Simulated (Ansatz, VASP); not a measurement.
**One calculation of HfTi, two programs**

The input INCAR:

```
SYSTEM = HfTi
PREC = Accurate
ENCUT = 520
EDIFF = 1E-6
ISMEAR = 0
SIGMA = 0.15
LREAL = .FALSE.
LASPH = .TRUE.
NELM = 80
ALGO = Fast
ISIF = 2
LWAVE = .FALSE.
LCHARG = .FALSE.
GGA = CA
NBANDS = 18
```

File KPOINTS:

```
Automatic mesh
0
G
  18 18 10
  0 0 0
```

POSCAR

```
HfTi
1.0
    3.0861482988      0.0000000000      0.0000000000
   -1.5430741494      2.6726828266      0.0000000000
    0.0000000000      0.0000000000      4.8292593400
Hf Ti
1 1
Direct
    0.6666666667      0.3333333333      0.5000000000
    0.3333333333      0.6666666667      0.0000000000
```

Input for Ansatz:

```yaml
crystal:
  lattice:
    - [3.0861482988, 0.0, 0.0]
    - [-1.5430741494, 2.6726828266, 0.0]
    - [0.0, 0.0, 4.82925934]
  atoms:
    - { symbol: Hf, position: [0.6666666667, 0.3333333333, 0.5] }
    - { symbol: Ti, position: [0.3333333333, 0.6666666667, 0.0] }
basis:
  ecutwfc: 420
kpoints:
  mp_grid: { grid: [18, 18, 10] }
hamiltonian:
  xc: lda
scf:
  occupations: { method: gaussian, width: 0.15 }
output:
  forces: true
  stress: true
  eigenvalues: true
```

Alike in both runs: task single point; functional LDA; k mesh 18 × 18 × 10; occupations gaussian, width 0.15 eV; no spin polarisation.

|  | VASP | Ansatz |
| --- | --- | --- |
| version | VASP 6.6.1 | Ansatz 0.2.0 |
| potentials or method | VASP PAW LDA potentials, release 64 (Hf_pv, Ti_sv), cutoff 520 eV | scalar-relativistic, plane waves, PAW |
| valence electrons in the cell | 22 | 38 |

|  | VASP | Ansatz | Ansatz less VASP |
| --- | --- | --- | --- |
| gap on the k mesh at the Fermi level (eV) | none | none | - |
| pressure (GPa) | -7.4 | -7.4 | -0.01 |
| traceless stress, the component that is largest in VASP (GPa) | -0.27 | -0.25 | +0.015 |

LDA's correlation is that of Perdew and Zunger in VASP and of Perdew and Wang (1992) in Ansatz. A gap of «none» marks a metal or a gap that the smearing closes. VASP's potentials hold 22 valence electrons a cell and Ansatz's 38, so a difference there can come from the potentials and not from the codes.

Neither program's run includes spin-orbit coupling.
